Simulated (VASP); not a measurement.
Crystal: Sn.

```
Sn
1.0
    -2.02919    2.02919    1.66076
     2.02919   -2.02919    1.66076
     2.02919    2.02919   -1.66076
Sn
1
Direct
  0.00000 0.00000 0.00000
```

```yaml
Program: VASP 6.6.1
Task: relaxation of cell and atoms
Functional: BLYP
Potentials_or_basis: VASP PAW PBE potentials, release 64 (Sn_d)
Cutoff: 600 eV
k_mesh: 10 × 10 × 10
Occupations: fermi-dirac, width 0.05 eV
Spin: no spin polarisation
```

At the start: pressure 5.5 GPa; volume 27.35 Å³/atom.

How do energy, volume and symmetry change on relaxing?

Over 8 steps the energy falls by 55.7 meV/atom and the volume is 30.96 Å³/atom (+13.2 %); space group I4/mmm (No. 139, to 0.05 Å).

Step by step:
```csv
step,energy change (eV),largest force (eV/Å),pressure (GPa),volume (Å³)
1,0.0000,0.0000,5.54,27.35
2,-0.0547,0.0000,-0.37,31.27
3,-0.0552,0.0000,0.02,30.89
4,-0.0555,0.0000,0.06,30.92
5,-0.0556,0.0000,0.03,30.94
6,-0.0556,0.0000,0.06,30.97
7,-0.0557,0.0000,-0.03,30.95
8,-0.0557,0.0000,0.00,30.96
```

Final structure:
```
Sn
1.0
    -2.11940    2.11940    1.72291
     2.11940   -2.11940    1.72291
     2.11940    2.11940   -1.72291
Sn
1
Direct
  0.00000 0.00000 0.00000
```

Caveat: the PAW data sets were made with another functional, which shifts forces and pressure a little.
